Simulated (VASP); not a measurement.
Wanted: the native input for a VASP 6.6.1 run.

```
Task                   : single point
Functional             : PBE
Potentials or basis    : VASP PAW PBE potentials, release 64 (Al, Ga_d, As)
Cutoff                 : 520 eV
k mesh                 : 4 × 4 × 1
Occupations            : gaussian, width 0.1 eV
Spin                   : no spin polarisation
Dipole correction      : no
Further INCAR settings : ALGO = Normal; EDIFF = 1e-06; NBANDS = 61
```

The structure of AlGa5As6 lies in POSCAR:

```
AlGa5As6
1.0
    4.0614933000      0.0000000000      0.0000000000
    0.0000000000      4.0614933000      0.0000000000
    0.0000000000      0.0000000000     17.2192632000
Al Ga As
1 5 6
Direct
    0.0000000000      0.0000000000      0.5000000000
    0.0000000000      0.0000000000      0.8331720000
    0.5000000000      0.5000000000      0.0000000000
    0.0000000000      0.0000000000      0.1668280000
    0.5000000000      0.5000000000      0.3335930000
    0.5000000000      0.5000000000      0.6664070000
    0.5000000000      0.0000000000      0.9165850000
    0.0000000000      0.5000000000      0.0834150000
    0.5000000000      0.0000000000      0.2501970000
    0.0000000000      0.5000000000      0.4173250000
    0.5000000000      0.0000000000      0.5826750000
    0.0000000000      0.5000000000      0.7498030000
```

The input as run:

INCAR

```
  ALGO = Normal
  EDIFF = 1E-6
  ENCUT = 520
  GGA = PE
  ISIF = 2
  ISMEAR = 0
  LASPH = T
  LCHARG = F
  LREAL = F
  LWAVE = F
  NBANDS = 61
  NELM = 60
  PREC = Accurate
  SIGMA = 0.1
```

KPOINTS

```
k-points
0
Gamma
  4 4 1
```

Potentials or basis: VASP PAW PBE potentials, release 64 (Al, Ga_d, As).

The run is started by

```bash
$ cat potpaw_PBE.64/Al/POTCAR potpaw_PBE.64/Ga_d/POTCAR potpaw_PBE.64/As/POTCAR > POTCAR
$ mpirun -np 1 vasp_std > vasp.out
```

Results of the run:

```yaml
Pressure: 0.2 GPa
Largest_force: 0.022 eV/Å
Band_gap_on_the_k_mesh: 0.40 eV, direct
```

Run time: 3 min on 1 thread of Intel Xeon 6975P-C, on a shared host, peak memory 0.37 GiB.
